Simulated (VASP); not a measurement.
# ScC6 (Cm) in VASP: single point with PBE

Aim: the single point of ScC6 with PBE.

Everything below comes from runs of VASP 6.6.1. Logs are shortened: lines on timing, memory, paths and dates and some standing lists are left out, and cuts for length are marked.

**1. The cell of the first run**

It takes space group Cm (No. 8, monoclinic). The conventional cell has a = 7.882 Å, b = 4.530 Å, c = 3.800 Å, α = 90.00°, β = 107.76°, γ = 90.00°. Sc (site symmetry m) has 16 C at 2.31 to 3.04 Å within 3.1 Å. Within 2.0 Å of C (site symmetry 1) lie 3 C at 1.47 to 1.51 Å. Within 1.9 Å of C (site symmetry 1) lie 3 C at 1.45 to 1.51 Å. C (site symmetry 1) has 3 C at 1.44 to 1.47 Å within 1.9 Å.

**2. Single point, PBE**

INCAR reads:

```
SYSTEM = ScC6
ALGO = Normal ; EDIFF = 1E-6
ENCUT = 520 ; GGA = PE
ISIF = 2 ; ISMEAR = 0
LASPH = .True. ; LCHARG = .True.
LELF = .True. ; LREAL = .False.
LVHAR = .True. ; LWAVE = .False.
NBANDS = 26 ; NELM = 80
PREC = Accurate ; SIGMA = 0.1
```

KPOINTS reads:

```
k-points
0
Gamma
  10 10 10
  0 0 0
```

POSCAR reads:

```
ScC6
1.0
    3.9410469335     -2.2649538352     -0.0336797608
    3.9410469335      2.2649538352     -0.0336797608
   -1.1279037144      0.0000000000      3.6285742577
Sc C
1 6
Direct
    0.4919806702      0.4919806702      0.5511767412
    0.9475497201      0.6178877136      0.7019656261
    0.5513030883      0.8769901530      0.2844902584
    0.6178877136      0.9475497201      0.7019656261
    0.8769901530      0.5513030883      0.2844902584
    0.3986083628      0.0808159324      0.9876487316
    0.0808159324      0.3986083628      0.9876487316
```

Potentials or basis: VASP PAW PBE potentials, release 64 (Sc_sv, C).

The run is started by

```
$ cat potpaw_PBE.64/Sc_sv/POTCAR potpaw_PBE.64/C/POTCAR > POTCAR
$ mpirun -np 1 vasp_std > vasp.out
```

OUTCAR:

```text
SYSTEM = ScC6
   EDIFF = 1E-6
   ENCUT = 520
   GGA = PE
   ISIF = 2
   ISMEAR = 0
   LASPH = .True.
   LREAL = .False.
   NELM = 80
   PREC = Accurate

 ion  position               nearest neighbor table
   1  0.492  0.492  0.551-   2 2.31   4 2.31   3 2.39   5 2.39   4 2.44   2 2.44   6 2.54   7 2.54
                             3 2.61   5 2.61   7 2.64   6 2.64
   2  0.948  0.618  0.702-   7 1.47   4 1.49   5 1.51   1 2.31   1 2.44
   3  0.551  0.877  0.284-   6 1.45   5 1.48   4 1.51   1 2.39   1 2.61
   4  0.618  0.948  0.702-   6 1.47   2 1.49   3 1.51   1 2.31   1 2.44
   5  0.877  0.551  0.284-   7 1.45   3 1.48   2 1.51   1 2.39   1 2.61
   6  0.399  0.081  0.988-   7 1.44   3 1.45   4 1.47   1 2.54   1 2.64
   7  0.081  0.399  0.988-   6 1.44   5 1.45   2 1.47   1 2.54   1 2.64

  LATTYP: Found a base centered monoclinic cell.
 ALAT       =     7.8823816853
 B/A-ratio  =     0.5746876834
 C/A-ratio  =     0.4820663925
 COS(beta)  =    -0.3049795394

  Lattice vectors:

 A1 = (   3.9410469335,  -2.2649538352,  -0.0336797608)
 A2 = (   3.9410469335,   2.2649538352,  -0.0336797608)
 A3 = (  -1.1279037144,   0.0000000000,   3.6285742577)

Analysis of symmetry for initial positions (statically):
=====================================================================
 Subroutine PRICEL returns:
 Original cell was already a primitive cell.

 Routine SETGRP: Setting up the symmetry group for a
 base centered monoclinic supercell.

 Subroutine GETGRP returns: Found  2 space group operations
 (whereof  2 operations were pure point group operations)
 out of a pool of  4 trial point group operations.

The static configuration has the point symmetry C_1h.

Analysis of symmetry for dynamics (positions and initial velocities):
=====================================================================
 Subroutine PRICEL returns:
 Original cell was already a primitive cell.

 Routine SETGRP: Setting up the symmetry group for a
 base centered monoclinic supercell.

 Subroutine GETGRP returns: Found  2 space group operations
 (whereof  2 operations were pure point group operations)
 out of a pool of  4 trial point group operations.

The dynamic configuration has the point symmetry C_1h.

 Subroutine INISYM returns: Found  2 space group operations
 (whereof  2 operations are pure point group operations),
 and found     1 'primitive' translations

----------------------------------------------------------------------------------------

                                     Primitive cell

  volume of cell :      64.6073

  direct lattice vectors                    reciprocal lattice vectors
     3.941046934 -2.264953835 -0.033679761     0.127207756 -0.220755051  0.039541178
     3.941046934  2.264953835 -0.033679761     0.127207756  0.220755051  0.039541178
    -1.127903714  0.000000000  3.628574258     0.002361438  0.000000000  0.276324364

  length of vectors
     4.545657393  4.545657393  3.799831303     0.257833494  0.257833494  0.276334454

  position of ions in fractional coordinates (direct lattice)
     0.491980670  0.491980670  0.551176741
     0.947549720  0.617887714  0.701965626
     0.551303088  0.876990153  0.284490258
     0.617887714  0.947549720  0.701965626
     0.876990153  0.551303088  0.284490258
     0.398608363  0.080815932  0.987648732
     0.080815932  0.398608363  0.987648732

  ion indices of the primitive-cell ions
   primitive index   ion index
                 1           1
                 2           2
                 3           3
                 4           4
                 5           5
                 6           6
                 7           7

----------------------------------------------------------------------------------------

 KPOINTS: k-points

Automatic generation of k-mesh.
 Grid dimensions read from file:
 generate k-points for:   10   10   10

 Generating k-lattice:

  Cartesian coordinates                     Fractional coordinates (reciprocal lattice)
     0.012720776 -0.022075505  0.003954118     0.100000000  0.000000000  0.000000000
     0.012720776  0.022075505  0.003954118     0.000000000  0.100000000  0.000000000
     0.000236144  0.000000000  0.027632436    -0.000000000 -0.000000000  0.100000000

  Length of vectors
     0.025783349  0.025783349  0.027633445

  Shift w.r.t. Gamma in fractional coordinates (k-lattice)
     0.000000000  0.000000000  0.000000000

 Subroutine IBZKPT returns following result:
 ===========================================

 Found    282 irreducible k-points:

 Following reciprocal coordinates:
            Coordinates               Weight
  0.000000  0.000000  0.000000      1.000000
  0.100000  0.000000 -0.000000      4.000000
  0.200000  0.000000 -0.000000      4.000000
  0.300000 -0.000000  0.000000      4.000000
  0.400000  0.000000 -0.000000      4.000000
  0.500000 -0.000000  0.000000      2.000000
[... 16 lines left out ...]
  0.300000  0.300000  0.000000      2.000000
  0.400000  0.300000 -0.000000      4.000000
 [... further k-points ...]
   k-points           NKPTS =    282   k-points in BZ     NKDIM =    282   number of bands    NBANDS=     26
   number of dos      NEDOS =    301   number of ions     NIONS =      7
   total plane-waves  NPLWV =  36288
   dimension x,y,z NGX =    36 NGY =   36 NGZ =   28
   dimension x,y,z NGXF=    72 NGYF=   72 NGZF=   56
   ions per type =               1   6
   NGX,Y,Z   is equivalent  to a cutoff of  13.17, 13.17, 12.25 a.u.
   NGXF,Y,Z  is equivalent  to a cutoff of  26.33, 26.33, 24.50 a.u.
 SYSTEM =  ScC6
   PREC   = accura    normal or accurate (medium, high low for compatibility)
   ISTART =      0    job   : 0-new  1-cont  2-samecut
   ICHARG =      2    charge: 1-file 2-atom 10-const
   ISPIN  =      1    spin polarized calculation?
   LNONCOLLINEAR =      F non collinear calculations
   LSORBIT =      F    spin-orbit coupling
   LASPH  =      T    aspherical Exc in radial PAW
   ENCUT  =  520.0 eV  38.22 Ry    6.18 a.u.   8.45  8.45  7.07*2*pi/ulx,y,z
   NELM   =     80;   NELMIN=  2; NELMDL= -5     # of ELM steps
   EDIFF  = 0.1E-05   stopping-criterion for ELM
   LREAL  =      F    real-space projection
   EDIFFG = 0.1E-04   stopping-criterion for IOM
   NSW    =      0    number of steps for IOM
   IBRION =     -1    ionic relax: 0-MD 1-quasi-New 2-CG
   NFREE  =      0    steps in history (QN), initial steepest desc. (CG)
   ISIF   =      2    stress and relaxation
   ISYM   =      2    0-nonsym 1-usesym 2-fastsym
   POTIM  = 0.5000    time-step for ionic-motion
   TEBEG  =    0.0;   TEEND  =   0.0 temperature during run
   PSTRESS=    0.0 pullay stress
   NELECT =      35.0000    total number of electrons
   NUPDOWN=      -1.0000    fix difference up-down
   EMIN   =  10.00;   EMAX   =-10.00  energy-range for DOS
   EFERMI =   0.00;   METHOD = LEGACY
   ISMEAR =     0;   SIGMA  =   0.10  broadening in eV -4-tet -1-fermi 0-gaus
   EFERMI_NEDOS =   21; number of points for ismear=-14 and -15
   IALGO  =     38    algorithm
   IMIX   =      4    mixing-type and parameters
     AMIX     =   0.40;   BMIX     =  1.00
     AMIX_MAG =   1.60;   BMIX_MAG =  1.00
  volume/ion in A,a.u.               =       9.23        62.28
  Fermi-wavevector in a.u.,A,eV,Ry     =   1.334556  2.521946 24.232530  1.781041
  Thomas-Fermi vector in A             =   2.463329
   LORBIT       =      0    0 simple, 1 ext, 2 COOP (PROOUT), +10 PAW based schemes
   GGA     = PE    functional components
   LHFCALC =     F    Hartree Fock is set to
   AEXX    =    0.0000 exact exchange contribution
   IVDW    =     0    specifies the selected vdW correction
   LEPSILON=     F    determine dielectric tensor
   LRPA    =     F    only Hartree local field effects (RPA)
 non-spin polarized calculation
 Gauss-broadening in eV      SIGMA  =   0.10
  energy-cutoff  :      520.00
  volume of cell :       64.61
 maximum number of plane-waves:      1764
 NGX is ok and might be reduce to    36
   NGX = 17   NGY = 17   NGZ = 15

 number of electron      34.9999997 magnetization

 Free energy of the ion-electron system (eV)
  ---------------------------------------------------
  ext. energy  EPLUGINS =         0.00000000
  ---------------------------------------------------
  free energy    TOTEN  =       -59.66975712 eV

  energy without entropy =      -59.66204317  energy(sigma->0) =      -59.66590015

 E-fermi :   7.0731     XC(G=0): -11.0825

 val. band max:        7.0638226436   @ k =  -0.4000   0.5000   0.1000
 cond. band min:       7.0757874897   @ k =  -0.3000   0.1000  -0.0000
 fundamental gap:      0.0119648462
 Fermi energy:         7.0730682519

 k-point     1 :       0.0000    0.0000    0.0000
  band No.  band energies     occupation
      1     -43.3262      2.00000
      2     -22.1553      2.00000
      3     -21.9870      2.00000
      4     -21.9568      2.00000
      5     -13.5068      2.00000
      6      -8.7895      2.00000
[... 18 lines left out ...]
     25      11.5112      0.00000
     26      12.8697      0.00000

 k-point     2 :       0.1000    0.0000   -0.0000
  band No.  band energies     occupation
      1     -43.3261      2.00000
      2     -22.1581      2.00000
      3     -21.9885      2.00000
      4     -21.9570      2.00000
      5     -13.4541      2.00000
      6      -9.2419      2.00000
[... 18 lines left out ...]
     25      11.6667      0.00000
     26      12.8960      0.00000

 k-point     3 :       0.2000    0.0000   -0.0000
  band No.  band energies     occupation
      1     -43.3259      2.00000
      2     -22.1655      2.00000
      3     -21.9922      2.00000
      4     -21.9574      2.00000
      5     -13.3044      2.00000
      6      -9.8481      2.00000
[... 572 lines left out ...]
 k-point    23 :       0.3000    0.3000    0.0000
  band No.  band energies     occupation
      1     -43.3255      2.00000
      2     -22.1976      2.00000
      3     -21.9956      2.00000
      4     -21.9599      2.00000
      5     -13.2316      2.00000
      6      -8.8449      2.00000
[... 18 lines left out ...]
     25      12.8185      0.00000
     26      13.9570      0.00000

 k-point    24 :       0.4000    0.3000   -0.0000
  band No.  band energies     occupation
      1     -43.3254      2.00000
      2     -22.2053      2.00000
      3     -21.9980      2.00000
      4     -21.9603      2.00000
      5     -13.1367      2.00000
      6      -9.2900      2.00000
[... 18 lines left out ...]
     25      12.9986      0.00000
     26      13.7097      0.00000

 [... further k-points ...]

------------------------ aborting loop because EDIFF is reached ----------------------------------------

  FORCE on cell =-STRESS in cart. coord.  units (eV):
  Direction    XX          YY          ZZ          XY          YZ          ZX
  --------------------------------------------------------------------------------------
  -------------------------------------------------------------------------------------
  Total        0.2178080      0.2748136      0.2327864      0.0000000      0.0000000     -0.0312562
  in kB        5.4013541      6.8150185      5.7727976      0.0000000      0.0000000     -0.7751141
  external PRESSURE =       5.9963901 kB  Pullay stress =       0.0000000 kB

 VOLUME and BASIS-vectors are now :
 -----------------------------------------------------------------------------
  energy-cutoff  :      520.00
  volume of cell :       64.61
      direct lattice vectors                 reciprocal lattice vectors
     3.941046934 -2.264953835 -0.033679761     0.127207756 -0.220755051  0.039541178
     3.941046934  2.264953835 -0.033679761     0.127207756  0.220755051  0.039541178
    -1.127903714  0.000000000  3.628574258     0.002361438  0.000000000  0.276324364

 POSITION                                       TOTAL-FORCE (eV/Angst)
 -----------------------------------------------------------------------------------
      3.25616      0.00000      1.96685        -0.045926     -0.000000      0.003350
      5.37771     -0.74667      2.49441         0.021238     -0.025612      0.020289
      5.30809      0.73767      0.98419         0.002486      0.034438     -0.017980
      5.37771      0.74667      2.49441         0.021238      0.025612      0.020289
      5.30809     -0.73767      0.98419         0.002486     -0.034438     -0.017980
      0.77546     -0.71979      3.56761        -0.000762      0.002663     -0.003984
      0.77546      0.71979      3.56761        -0.000762     -0.002663     -0.003984
 -----------------------------------------------------------------------------------
    total drift:                               -0.000199     -0.000000      0.000045

  FREE ENERGIE OF THE ION-ELECTRON SYSTEM (eV)
  ---------------------------------------------------
  free  energy   TOTEN  =       -59.6697571217 eV

  energy  without entropy=      -59.6620431691  energy(sigma->0) =      -59.66590015
```

It took 9.4 min on 1 thread of Intel Xeon Platinum 8375C at 2.90GHz (Ice Lake), shared host; peak memory 0.48 GiB.

What came out:

* Free energy: -59.6698 eV
* Pressure: 0.6 GPa
* Largest force: 0.046 eV/Å
* Band gap on the k mesh: zero (an odd number of electrons rules out a gap without spin polarisation)

Forces on the atoms (eV/Å):
```
Sc  -0.046  0.000  0.003
C    0.021 -0.026  0.020
C    0.002  0.034 -0.018
C    0.021  0.026  0.020
C    0.002 -0.034 -0.018
C   -0.001  0.003 -0.004
C   -0.001 -0.003 -0.004
```

Stress tensor (GPa, compression positive):
```
 0.54  0.00 -0.08
 0.00  0.68  0.00
-0.08  0.00  0.58
```

Levels at points of the mesh, in eV from the Fermi level:
| k point | band 14 | band 15 | band 16 | band 17 | band 18 | band 19 | band 20 | band 21 | band 22 | band 23 |
| --- | --- | --- | --- | --- | --- | --- | --- | --- | --- | --- |
| (0.00, 0.00, 0.00) | -6.31 | -4.32 | -3.99 | -3.52 | 0.53 | 0.97 | 1.70 | 2.27 | 2.78 | 3.72 |
| (0.50, 0.00, 0.00) | -6.86 | -5.07 | -2.90 | -0.95 | 0.06 | 0.60 | 1.04 | 2.11 | 2.56 | 3.53 |
| (0.50, 0.50, 0.00) | -6.30 | -4.56 | -3.12 | -2.35 | 0.07 | 1.04 | 1.31 | 1.92 | 2.60 | 3.52 |
| (0.00, 0.00, 0.50) | -5.16 | -3.82 | -3.04 | -1.80 | -1.28 | 1.10 | 1.93 | 2.12 | 3.07 | 3.49 |
| (0.50, 0.00, 0.50) | -5.78 | -5.07 | -4.09 | -2.84 | 1.01 | 1.32 | 1.78 | 2.18 | 2.78 | 3.57 |
| (0.50, 0.50, 0.50) | -4.84 | -3.88 | -3.56 | -1.26 | -0.56 | 1.10 | 1.38 | 1.69 | 2.61 | 4.33 |
